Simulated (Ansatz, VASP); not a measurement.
# Two plane-wave programs on B3N2

Contents of INCAR:

```
PREC = Accurate
ENCUT = 600
EDIFF = 1E-7
ISMEAR = 0
SIGMA = 0.1
LREAL = False
LASPH = True
NELM = 100
ALGO = Normal
ISIF = 3
LWAVE = False
LCHARG = False
GGA = PE
IBRION = 2
NSW = 100
EDIFFG = -0.01
```

File KPOINTS:

```
regular mesh
0
Gamma
  12 12 12
```

The input POSCAR:

```
B3N2
1.0
    1.9833980073      1.1451153734      3.9188230086
   -1.9833980073      1.1451153734      3.9188230086
    0.0000000000     -2.2902307469      3.9188230086
B N
3 2
Direct
    0.0000000000      0.2770450144      0.7229549856
    0.7229549856      0.0000000000      0.2770450144
    0.2770450144      0.7229549856      0.0000000000
    0.3334493516      0.3334493516      0.3334493516
    0.6665506484      0.6665506484      0.6665506484
```

Input for Ansatz:

```yaml
crystal:
  lattice:
    - [1.9833980073, 1.1451153734, 3.9188230086]
    - [-1.9833980073, 1.1451153734, 3.9188230086]
    - [0.0, -2.2902307469, 3.9188230086]
  atoms:
    - { symbol: B, position: [0.0, 0.2770450144, 0.7229549856] }
    - { symbol: B, position: [0.7229549856, 0.0, 0.2770450144] }
    - { symbol: B, position: [0.2770450144, 0.7229549856, 0.0] }
    - { symbol: "N", position: [0.3334493516, 0.3334493516, 0.3334493516] }
    - { symbol: "N", position: [0.6665506484, 0.6665506484, 0.6665506484] }
basis:
  ecutwfc: 420
kpoints:
  mp_grid: { grid: [12, 12, 12] }
hamiltonian:
  xc: pbe
scf:
  occupations: { method: gaussian, width: 0.1 }
output:
  forces: true
  stress: true
  eigenvalues: true
  write_density: true
  write_potential: true
  elf: true
  volumetric_format: npy
relax:
  adjacent_minimum: "off"
  f_tol: 0.01
  max_steps: 80
  cell: { stress_tol: 0.05 }
```

Change from the starting cell: species swapped into the Ni3Se2 type (R32, No. 155).

Alike in both runs: task relaxation of cell and atoms; functional PBE; k mesh 12 × 12 × 12; occupations gaussian, width 0.1 eV; no spin polarisation.

|  | VASP | Ansatz |
| --- | --- | --- |
| version | VASP 6.6.1 | Ansatz 0.2.0 |
| potentials or method | VASP PAW PBE potentials, release 64 (B, N), cutoff 600 eV | scalar-relativistic, plane waves, PAW |
| valence electrons in the cell | 19 | 19 |

```tsv
	VASP	Ansatz	Ansatz less VASP
gap on the k mesh at the Fermi level, each at its own relaxed structure (eV)	none	none	-
relaxed volume (Å³/atom)	10.68	11.32	+0.636
relaxed length of the cell vector where the two differ most in proportion (Å)	4.539	4.742	+0.2027
```

A gap of «none» marks a metal or a gap that the smearing closes. One of these differences is far larger than is usual between the two programs; its cause wasn't traced.
